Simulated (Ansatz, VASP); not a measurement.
**K: VASP beside Ansatz**

```
CELL_PARAMETERS angstrom
4.55822 0.00000 0.00000
-2.27911 3.94754 0.00000
0.00000 0.00000 14.84429
ATOMIC_POSITIONS crystal
K 0.00000 0.00000 0.00000
K 0.00000 0.00000 0.50000
K 0.33333 0.66667 0.25000
K 0.66667 0.33333 0.75000
```

Alike in both runs: task single point; functional BLYP; k mesh 9 × 9 × 3; occupations fermi-dirac, width 0.1 eV; no spin polarisation.

|  | VASP | Ansatz |
| --- | --- | --- |
| version | VASP 6.6.1 | Ansatz 0.2.0 |
| potentials or method | VASP PAW PBE potentials, release 64 (K_sv), cutoff 520 eV | plane waves (420 eV) with PAW, scalar-relativistic |
| valence electrons in the cell | 36 | 36 |

|  | VASP | Ansatz | Ansatz less VASP |
| --- | --- | --- | --- |
| pressure (GPa) | 0.5 | 0.5 | +0.01 |

VASP's potentials were made for PBE, not for BLYP. The functional is the same, so the differences come from potentials, cutoffs and numerics.
